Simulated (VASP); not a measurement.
# Li: single point with revPBE

The system is Li.

```xyz
4
Lattice="3.1055 0.0000 0.0000 -1.5528 2.6895 0.0000 0.0000 0.0000 10.1217" Properties=species:S:1:pos:R:3 pbc="T T T"
Li    3.1055    0.0000    0.0000
Li    0.0000    0.0000    5.0608
Li    0.0000    1.7930    2.5304
Li    1.5528    0.8965    7.5913
```

```json
{
  "Program": "VASP 6.6.1",
  "Task": "single point",
  "Functional": "revPBE",
  "Potentials or basis": "VASP PAW PBE potentials, release 64 (Li_sv)",
  "Cutoff": "750 eV",
  "k mesh": "12 × 12 × 3",
  "Occupations": "fermi-dirac, width 0.1 eV",
  "Spin": "no spin polarisation",
  "Dipole correction": "no",
  "Further INCAR settings": "ALGO = Normal; EDIFF = 1e-06; NBANDS = 14"
}
```

* Pressure: -0.1 GPa
* Band gap on the k mesh: zero (band 6 reaches 2.12 eV, above the bottom of band 7 at -1.84 eV)

Levels at points of the mesh, in eV from the Fermi level:
| k point | band 3 | band 4 | band 5 | band 6 | band 7 | band 8 | band 9 | band 10 |
| --- | --- | --- | --- | --- | --- | --- | --- | --- |
| (0.00, 0.00, 0.00) | -46.70 | -46.69 | -3.50 | -2.39 | -2.39 | 0.06 | 2.83 | 7.85 |
| (0.50, 0.00, 0.00) | -46.69 | -46.69 | 0.00 | 0.52 | 0.73 | 1.28 | 3.23 | 3.30 |

It took 2.2 min on 1 thread of Intel Xeon 8259CL, with other jobs on the host, peak memory 0.26 GiB.

Caveat: the PAW data sets were made with another functional, which shifts forces and pressure a little.
